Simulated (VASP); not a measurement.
# AgCl in VASP: a series of runs

Aim: see how the results for AgCl move with the level of theory and the settings. Levels: PBE, r2SCAN. Tasks: single point.

Program: VASP 6.6.1. These are calculated values, not measurements. Logs are shortened: lines on timing, memory, paths and dates and some standing lists are left out, and cuts for length are marked.

## Step 1: The cell of the first run

The structure is orthorhombic, space group Cmmm (No. 65). The conventional cell has a = 4.743 Å, b = 4.861 Å, c = 3.396 Å, α = 90.00°, β = 90.00°, γ = 90.00°. Within 3.8 Å of Ag (site symmetry mmm) lie 8 Cl at 2.92 to 2.96 Å and 6 Ag at 3.40 Å. Cl (site symmetry mmm) has 8 Ag at 2.92 to 2.96 Å and 6 Cl at 3.40 Å within 3.8 Å.

## Step 2: Single point, PBE (shear xy strain -2.5%)

File INCAR:

```
SYSTEM = AgCl
  PREC = Accurate
  ENCUT = 520
  EDIFF = 1E-7
  ISMEAR = -1
  SIGMA = 0.02
  LREAL = .False.
  LASPH = .True.
  NELM = 100
  ALGO = Normal
  ISIF = 2
  LWAVE = .False.
  LCHARG = .False.
  GGA = PE
  NBANDS = 16
```

File KPOINTS:

```
regular mesh
0
Gamma
  8 8 8
  0 0 0
```

File POSCAR:

```
AgCl
1.0
    3.3955880419     -0.0419355123      0.0000000000
   -0.0419355123      3.3955880419      0.0000000000
    0.0000000000      0.0000000000      3.3955880419
Ag Cl
1 1
Direct
    0.0000000000      0.0000000000      0.0000000000
    0.5000000000      0.5000000000      0.5000000000
```

Potentials or basis: VASP PAW PBE potentials, release 64 (Ag, Cl).

Started as:

```bash
$ cat potpaw_PBE.64/Ag/POTCAR potpaw_PBE.64/Cl/POTCAR > POTCAR
$ mpirun -np 1 vasp_std > vasp.out
```

OUTCAR:

```text
SYSTEM = AgCl
   PREC = Accurate
   ENCUT = 520
   EDIFF = 1E-7
   ISMEAR = -1
   LREAL = .False.
   LASPH = .True.
   NELM = 100
   ISIF = 2
   GGA = PE

 ion  position               nearest neighbor table
   1  0.000  0.000  0.000-   2 2.92   2 2.92   2 2.92   2 2.92   2 2.96   2 2.96   2 2.96   2 2.96

   2  0.500  0.500  0.500-   1 2.92   1 2.92   1 2.92   1 2.92   1 2.96   1 2.96   1 2.96   1 2.96

  LATTYP: Found a base centered orthorhombic cell.
 ALAT       =     4.7427808908
 B/A-ratio  =     1.0250088594
 C/A-ratio  =     0.7159487482

  Lattice vectors:

 A1 = (   3.3955880419,  -0.0419355123,   0.0000000000)
 A2 = (  -0.0419355123,   3.3955880419,   0.0000000000)
 A3 = (   0.0000000000,   0.0000000000,   3.3955880419)

Analysis of symmetry for initial positions (statically):
=====================================================================
 Subroutine PRICEL returns:
 Original cell was already a primitive cell.

 Routine SETGRP: Setting up the symmetry group for a
 base centered orthorhombic supercell.

 Subroutine GETGRP returns: Found  8 space group operations
 (whereof  8 operations were pure point group operations)
 out of a pool of  8 trial point group operations.

The static configuration has the point symmetry D_2h.

Analysis of symmetry for dynamics (positions and initial velocities):
=====================================================================
 Subroutine PRICEL returns:
 Original cell was already a primitive cell.

 Routine SETGRP: Setting up the symmetry group for a
 base centered orthorhombic supercell.

 Subroutine GETGRP returns: Found  8 space group operations
 (whereof  8 operations were pure point group operations)
 out of a pool of  8 trial point group operations.

The dynamic configuration has the point symmetry D_2h.

 Subroutine INISYM returns: Found  8 space group operations
 (whereof  8 operations are pure point group operations),
 and found     1 'primitive' translations

----------------------------------------------------------------------------------------

                                     Primitive cell

  volume of cell :      39.1452

  direct lattice vectors                    reciprocal lattice vectors
     3.395588042 -0.041935512  0.000000000     0.294544725  0.003637627  0.000000000
    -0.041935512  3.395588042  0.000000000     0.003637627  0.294544725  0.000000000
     0.000000000  0.000000000  3.395588042     0.000000000  0.000000000  0.294499800

  length of vectors
     3.395846984  3.395846984  3.395588042     0.294567186  0.294567186  0.294499800
[... 81 lines left out ...]
   EDIFF  = 0.1E-06   stopping-criterion for ELM
   LREAL  =      F    real-space projection
   EDIFFG = 0.1E-05   stopping-criterion for IOM
   NSW    =      0    number of steps for IOM
   IBRION =     -1    ionic relax: 0-MD 1-quasi-New 2-CG
   NFREE  =      0    steps in history (QN), initial steepest desc. (CG)
   ISIF   =      2    stress and relaxation
   ISYM   =      2    0-nonsym 1-usesym 2-fastsym
   POTIM  = 0.5000    time-step for ionic-motion
   TEBEG  =    0.0;   TEEND  =   0.0 temperature during run
   PSTRESS=    0.0 pullay stress
   NELECT =      18.0000    total number of electrons
   NUPDOWN=      -1.0000    fix difference up-down
   EMIN   =  10.00;   EMAX   =-10.00  energy-range for DOS
   EFERMI =   0.00;   METHOD = LEGACY
   ISMEAR =    -1;   SIGMA  =   0.02  broadening in eV -4-tet -1-fermi 0-gaus
   EFERMI_NEDOS =   21; number of points for ismear=-14 and -15
   IALGO  =     38    algorithm
   IMIX   =      4    mixing-type and parameters
     AMIX     =   0.40;   BMIX     =  1.00
     AMIX_MAG =   1.60;   BMIX_MAG =  1.00
  volume/ion in A,a.u.               =      19.57       132.08
  Fermi-wavevector in a.u.,A,eV,Ry     =   1.263590  2.387838 21.723864  1.596659
  Thomas-Fermi vector in A             =   2.396939
   LORBIT       =      0    0 simple, 1 ext, 2 COOP (PROOUT), +10 PAW based schemes
   GGA     = PE    functional components
   LHFCALC =     F    Hartree Fock is set to
   AEXX    =    0.0000 exact exchange contribution
   IVDW    =     0    specifies the selected vdW correction
   LEPSILON=     F    determine dielectric tensor
   LRPA    =     F    only Hartree local field effects (RPA)
 non-spin polarized calculation
  energy-cutoff  :      520.00
  volume of cell :       39.15
 maximum number of plane-waves:      1068
 NGX is ok and might be reduce to    28
   NGX = 13   NGY = 13   NGZ = 13

 number of electron      18.0000000 magnetization

 Free energy of the ion-electron system (eV)
  ---------------------------------------------------
  ext. energy  EPLUGINS =         0.00000000
  ---------------------------------------------------
  free energy    TOTEN  =        -5.11737031 eV

  energy without entropy =       -5.11737030  energy(sigma->0) =       -5.11737031

 E-fermi :   4.6482     XC(G=0): -10.5658

 val. band max:        4.3927136506   @ k =   0.0000   0.0000   0.5000
 cond. band min:       4.9007359427   @ k =   0.0000   0.0000   0.0000
 fundamental gap:      0.5080222921
 Fermi energy:         4.6481897072

 k-point     1 :       0.0000    0.0000    0.0000
  band No.  band energies     occupation
      1     -10.4713      2.00000
      2       1.4553      2.00000
      3       1.4567      2.00000
      4       2.4487      2.00000
      5       2.4606      2.00000
      6       2.4756      2.00000
[... 433 lines left out ...]
      3       1.3151      2.00000
      4       1.6522      2.00000
      5       1.7533      2.00000
      6       2.4151      2.00000
[... 8 lines left out ...]
     15      18.6902      0.00000
     16      19.7232      0.00000

 [... further k-points ...]

------------------------ aborting loop because EDIFF is reached ----------------------------------------

  FORCE on cell =-STRESS in cart. coord.  units (eV):
  Direction    XX          YY          ZZ          XY          YZ          ZX
  --------------------------------------------------------------------------------------
  -------------------------------------------------------------------------------------
  Total        0.3598151      0.3598151      0.3603664     -0.0660228      0.0000000      0.0000000
  in kB       14.7268965     14.7268965     14.7494612     -2.7022533      0.0000000      0.0000000
  external PRESSURE =      14.7344181 kB  Pullay stress =       0.0000000 kB

 VOLUME and BASIS-vectors are now :
 -----------------------------------------------------------------------------
  energy-cutoff  :      520.00
  volume of cell :       39.15
      direct lattice vectors                 reciprocal lattice vectors
     3.395588042 -0.041935512  0.000000000     0.294544725  0.003637627  0.000000000
    -0.041935512  3.395588042  0.000000000     0.003637627  0.294544725  0.000000000
     0.000000000  0.000000000  3.395588042     0.000000000  0.000000000  0.294499800

 POSITION                                       TOTAL-FORCE (eV/Angst)
 -----------------------------------------------------------------------------------
      0.00000      0.00000      0.00000         0.000000      0.000000      0.000000
      1.67683      1.67683      1.69779        -0.000000      0.000000      0.000000
 -----------------------------------------------------------------------------------
    total drift:                               -0.000000      0.000000      0.000000

  FREE ENERGIE OF THE ION-ELECTRON SYSTEM (eV)
  ---------------------------------------------------
  free  energy   TOTEN  =        -5.1173703118 eV

  energy  without entropy=       -5.1173703046  energy(sigma->0) =       -5.11737031
```

OSZICAR:

```text
N       E                     dE             d eps       ncg     rms          rms(c)
DAV:   1     0.100374415753E+03    0.10037E+03   -0.87145E+03  3392   0.103E+03
DAV:   2    -0.189930518172E+01   -0.10227E+03   -0.93569E+02  4248   0.224E+02
DAV:   3    -0.538869298105E+01   -0.34894E+01   -0.34822E+01  4048   0.439E+01
DAV:   4    -0.541063408248E+01   -0.21941E-01   -0.21940E-01  4312   0.381E+00
DAV:   5    -0.541088958157E+01   -0.25550E-03   -0.25550E-03  4160   0.403E-01    0.592E+00
DAV:   6    -0.512973508142E+01    0.28115E+00   -0.35451E-01  4088   0.857E+00    0.396E+00
DAV:   7    -0.512083282796E+01    0.89023E-02   -0.13718E-01  3664   0.247E+00    0.216E+00
DAV:   8    -0.511760509837E+01    0.32277E-02   -0.71024E-03  3960   0.857E-01    0.404E-01
DAV:   9    -0.511733595862E+01    0.26914E-03   -0.68662E-04  4360   0.389E-01    0.526E-02
DAV:  10    -0.511736347275E+01   -0.27514E-04   -0.11405E-04  3960   0.111E-01    0.427E-02
DAV:  11    -0.511737047217E+01   -0.69994E-05   -0.65338E-06  3944   0.218E-02    0.699E-03
DAV:  12    -0.511737024910E+01    0.22307E-06   -0.75051E-07  4152   0.741E-03    0.226E-03
DAV:  13    -0.511737031175E+01   -0.62657E-07   -0.20328E-07  3312   0.304E-03
   1 F= -.51173703E+01 E0= -.51173703E+01  d E =-.714750E-08
```

It took 50 s on 1 thread of Intel Xeon Platinum 8259CL at 2.50GHz (Skylake/Cascade Lake), shared host; peak memory 0.2 GiB.

Results:

| Property | Result |
| --- | --- |
| Free energy | -5.1174 eV |
| Pressure | 1.5 GPa |
| Band gap on the k mesh | 0.51 eV (least direct gap 2.14 eV) |

Levels at points of the mesh, in eV from the valence-band top:
| k point | band 6 | band 7 | band 8 | band 9 | band 10 | band 11 | band 12 | band 13 |
| --- | --- | --- | --- | --- | --- | --- | --- | --- |
| (0.00, 0.00, 0.00) | -1.92 | -1.75 | -1.69 | -1.64 | 0.51 | 9.32 | 9.32 | 13.66 |
| (0.50, 0.00, 0.00) | -1.88 | -1.55 | -0.08 | -0.08 | 4.84 | 5.60 | 9.19 | 9.94 |
| (0.50, 0.50, 0.00) | -2.24 | -2.23 | -1.61 | -1.03 | 2.71 | 8.85 | 9.13 | 10.57 |
| (0.00, 0.00, 0.50) | -1.88 | -1.54 | -0.16 | 0.00 | 4.85 | 5.60 | 9.23 | 9.87 |
| (0.50, 0.00, 0.50) | -2.24 | -2.22 | -1.61 | -1.03 | 2.71 | 8.98 | 8.99 | 10.56 |
| (0.50, 0.50, 0.50) | -1.59 | -0.31 | -0.25 | -0.19 | 4.51 | 4.62 | 4.73 | 6.85 |

Caveat: the cell differs from its parent crystal (shear xy strain -2.5%).

## Step 3: Single point, r2SCAN (uniaxial x strain -1.3%)

File POSCAR:

```
AgCl
1.0
    3.3504267209      0.0000000000      0.0000000000
    0.0000000000      3.3955880419      0.0000000000
    0.0000000000      0.0000000000      3.3955880419
Ag Cl
1 1
Direct
    0.0000000000      0.0000000000      0.0000000000
    0.5000000000      0.5000000000      0.5000000000
```

File INCAR.step1:

```
SYSTEM = AgCl
  PREC = Accurate
  ENCUT = 520
  ISMEAR = 0
  SIGMA = 0.01
  LREAL = .FALSE.
  LASPH = .TRUE.
  NELM = 100
  NBANDS = 16
  GGA = PE
  ALGO = Normal
  EDIFF = 1E-4
  LWAVE = .TRUE.
  LCHARG = .FALSE.
```

File INCAR.step2:

```
SYSTEM = AgCl
  PREC = Accurate
  ENCUT = 520
  EDIFF = 1E-6
  ISMEAR = 0
  SIGMA = 0.01
  LREAL = .FALSE.
  LASPH = .TRUE.
  NELM = 100
  ALGO = Normal
  ISIF = 2
  LWAVE = .FALSE.
  LCHARG = .FALSE.
  METAGGA = R2SCAN
  LMIXTAU = .TRUE.
  NBANDS = 16
  ISTART = 1
```

File KPOINTS:

```
Automatic mesh
0
G
  8 8 8
  0 0 0
```

Potentials or basis: VASP PAW PBE potentials, release 64 (Ag, Cl).

Started as:

```bash
$ cat potpaw_PBE.64/Ag/POTCAR potpaw_PBE.64/Cl/POTCAR > POTCAR
$ cp INCAR.step1 INCAR
$ mpirun -np 1 vasp_std > vasp.out
$ cp INCAR.step2 INCAR
$ mpirun -np 1 vasp_std > vasp.out
```

Wall time 2.4 min (1 thread of Intel Xeon Platinum 8259CL at 2.50GHz (Skylake/Cascade Lake), shared host); peak memory 0.2 GiB.

Results (log left out):

```yaml
Free_energy: -28.3982 eV
Pressure: 0.7 GPa
Band_gap_on_the_k_mesh: 1.18 eV (least direct gap 2.82 eV)
```

Stress tensor (GPa, compression positive):
```
1.21 0.00 0.00
0.00 0.40 0.00
0.00 0.00 0.40
```

Levels at points of the mesh, in eV from the valence-band top:
| k point | band 5 | band 6 | band 7 | band 8 | band 9 | band 10 | band 11 | band 12 | band 13 | band 14 |
| --- | --- | --- | --- | --- | --- | --- | --- | --- | --- | --- |
| (0.00, 0.00, 0.00) | -1.88 | -1.88 | -1.78 | -1.78 | -1.64 | 1.18 | 9.89 | 9.98 | 14.92 | 14.92 |
| (0.50, 0.00, 0.00) | -2.73 | -1.84 | -1.47 | -0.03 | -0.03 | 5.57 | 6.36 | 9.84 | 10.62 | 10.62 |
| (0.00, 0.50, 0.00) | -2.76 | -1.83 | -1.53 | -0.02 | 0.00 | 5.65 | 6.30 | 9.86 | 10.56 | 10.86 |
| (0.50, 0.50, 0.00) | -2.22 | -2.20 | -2.20 | -1.56 | -1.09 | 3.29 | 9.79 | 9.94 | 11.31 | 14.35 |
| (0.00, 0.50, 0.50) | -2.18 | -2.18 | -2.16 | -1.58 | -1.00 | 3.16 | 9.95 | 9.95 | 11.36 | 14.56 |
| (0.50, 0.50, 0.50) | -1.56 | -1.53 | -0.20 | -0.17 | -0.17 | 5.19 | 5.22 | 5.22 | 7.67 | 18.96 |

Caveat: the cell differs from its parent crystal (uniaxial x strain -1.3%); the PAW data sets were made with another functional, which shifts forces and pressure a little. A k mesh can miss the band edges.

## Step 4: Single point, r2SCAN (epitaxial xy strain +0.3%)

File POSCAR:

```
AgCl
1.0
    3.4064539236      0.0000000000      0.0000000000
    0.0000000000      3.4064539236      0.0000000000
    0.0000000000      0.0000000000      3.3859262507
Ag Cl
1 1
Direct
    0.0000000000      0.0000000000      0.0000000000
    0.5000000000      0.5000000000      0.5000000000
```

File INCAR.step1:

```
PREC = Accurate
ENCUT = 520
ISMEAR = 0
SIGMA = 0.01
LREAL = F
LASPH = T
NELM = 100
NBANDS = 16
GGA = PE
ALGO = Normal
EDIFF = 1E-4
LWAVE = T
LCHARG = F
```

File INCAR.step2:

```
PREC = Accurate
ENCUT = 520
EDIFF = 1E-6
ISMEAR = 0
SIGMA = 0.01
LREAL = F
LASPH = T
NELM = 100
ALGO = Normal
ISIF = 2
LWAVE = F
LCHARG = F
METAGGA = R2SCAN
LMIXTAU = T
NBANDS = 16
ISTART = 1
```

File KPOINTS:

```
regular mesh
0
Gamma
  8 8 8
```

Started as:

```bash
$ cat potpaw_PBE.64/Ag/POTCAR potpaw_PBE.64/Cl/POTCAR > POTCAR
$ cp INCAR.step1 INCAR
$ mpirun -np 1 vasp_std > vasp.out
$ cp INCAR.step2 INCAR
$ mpirun -np 1 vasp_std > vasp.out
```

Run time: 2.4 min. Hardware: 1 thread of Intel Xeon Platinum 8259CL at 2.50GHz (Skylake/Cascade Lake), shared host; peak memory 0.19 GiB.

The run converged. Its results:

```
Free energy            : -28.4000 eV
Pressure               : -0.3 GPa
Band gap on the k mesh : 1.18 eV (least direct gap 2.80 eV)
```

Stress tensor (GPa, compression positive):
```
-0.44  0.00  0.00
 0.00 -0.44  0.00
 0.00  0.00 -0.09
```

Levels at points of the mesh, in eV from the valence-band top:
```tsv
k point	band 7	band 8	band 9	band 10	band 11	band 12
(0.00, 0.00, 0.00)	-1.69	-1.69	-1.63	1.18	9.94	9.99
(0.50, 0.00, 0.00)	-1.48	-0.01	0.00	5.64	6.23	9.93
(0.50, 0.50, 0.00)	-2.12	-1.53	-0.98	3.23	9.85	9.85
(0.00, 0.00, 0.50)	-1.45	-0.01	-0.01	5.60	6.26	9.92
(0.50, 0.00, 0.50)	-2.14	-1.53	-1.02	3.29	9.78	9.85
(0.50, 0.50, 0.50)	-0.18	-0.17	-0.17	5.27	5.28	5.28
```

Caveat: the cell differs from its parent crystal (epitaxial xy strain +0.3%); the PAW data sets were made with another functional, which shifts forces and pressure a little.

## Step 5: Single point, r2SCAN (shear xy strain -2.5%)

File POSCAR:

```
AgCl
1.0
    3.3955880419     -0.0419355123      0.0000000000
   -0.0419355123      3.3955880419      0.0000000000
    0.0000000000      0.0000000000      3.3955880419
Ag Cl
1 1
Direct
    0.0000000000      0.0000000000      0.0000000000
    0.5000000000      0.5000000000      0.5000000000
```

File INCAR.step1:

```
PREC = Accurate ; ENCUT = 520
ISMEAR = 0 ; SIGMA = 0.01
LREAL = F ; LASPH = T
NELM = 80 ; NBANDS = 16
GGA = PE ; ALGO = Normal
EDIFF = 1E-4 ; LWAVE = T
LCHARG = F
```

File INCAR.step2:

```
PREC = Accurate ; ENCUT = 520
EDIFF = 1E-7 ; ISMEAR = 0
SIGMA = 0.01 ; LREAL = F
LASPH = T ; NELM = 80
ALGO = Normal ; ISIF = 2
LWAVE = F ; LCHARG = F
METAGGA = R2SCAN ; LMIXTAU = T
NBANDS = 16 ; ISTART = 1
```

KPOINTS is that of step 4.

Started as:

```bash
$ cat potpaw_PBE.64/Ag/POTCAR potpaw_PBE.64/Cl/POTCAR > POTCAR
$ cp INCAR.step1 INCAR
$ mpirun -np 1 vasp_std > vasp.out
$ cp INCAR.step2 INCAR
$ mpirun -np 1 vasp_std > vasp.out
```

Wall time 3.4 min (1 thread of Intel Xeon Platinum 8259CL at 2.50GHz (Skylake/Cascade Lake), shared host); peak memory 0.2 GiB.

The run converged. Its results:

```yaml
Free_energy: -28.4010 eV
Pressure: -0.1 GPa
Band_gap_on_the_k_mesh: 1.10 eV (least direct gap 2.81 eV)
```

Stress tensor (GPa, compression positive):
```
-0.10 -0.26  0.00
-0.26 -0.10  0.00
 0.00  0.00 -0.10
```

Levels at points of the mesh, in eV from the valence-band top:
| k point | band 5 | band 6 | band 7 | band 8 | band 9 | band 10 | band 11 | band 12 | band 13 | band 14 |
| --- | --- | --- | --- | --- | --- | --- | --- | --- | --- | --- |
| (0.00, 0.00, 0.00) | -1.93 | -1.91 | -1.82 | -1.76 | -1.70 | 1.10 | 9.88 | 9.89 | 14.63 | 14.82 |
| (0.50, 0.00, 0.00) | -2.76 | -1.87 | -1.55 | -0.09 | -0.08 | 5.55 | 6.19 | 9.81 | 10.61 | 10.65 |
| (0.50, 0.50, 0.00) | -2.23 | -2.23 | -2.22 | -1.61 | -1.10 | 3.19 | 9.62 | 9.91 | 11.24 | 14.26 |
| (0.00, 0.00, 0.50) | -2.76 | -1.88 | -1.55 | -0.17 | 0.00 | 5.55 | 6.19 | 9.84 | 10.55 | 10.68 |
| (0.50, 0.00, 0.50) | -2.24 | -2.23 | -2.20 | -1.61 | -1.10 | 3.19 | 9.76 | 9.77 | 11.24 | 14.34 |
| (0.50, 0.50, 0.50) | -1.59 | -1.59 | -0.31 | -0.25 | -0.19 | 5.08 | 5.19 | 5.30 | 7.53 | 18.69 |

Caveat: the cell differs from its parent crystal (shear xy strain -2.5%); the PAW data sets were made with another functional, which shifts forces and pressure a little. A k mesh can miss the band edges.

## Step 6: Overview

| level | cell | smearing | gap on the mesh (eV) | pressure (GPa) |
| --- | --- | --- | --- | --- |
| PBE | a = 3.396 Å, angles 90.0, 90.0, 91.4°, 2 atoms | fermi-dirac 0.02 eV | 0.51 | 1.5 |
| r2SCAN | a = 3.350, b = 3.396, c = 3.396 Å, 2 atoms | gaussian 0.01 eV | 1.18 | 0.7 |
| r2SCAN | a = 3.406, b = 3.406, c = 3.386 Å, 2 atoms | gaussian 0.01 eV | 1.18 | -0.3 |
| r2SCAN | a = 3.396 Å, angles 90.0, 90.0, 91.4°, 2 atoms | gaussian 0.01 eV | 1.10 | -0.1 |

Alike in all rows: task single point; potentials or basis VASP PAW PBE potentials, release 64 (Ag, Cl); no spin polarisation; k mesh 8 × 8 × 8; cutoff (eV) 520.

Caveats: the PAW data sets were made with another functional, which shifts forces and pressure a little (at least some runs).

Absolute energies hang on the potentials; compare differences alone.
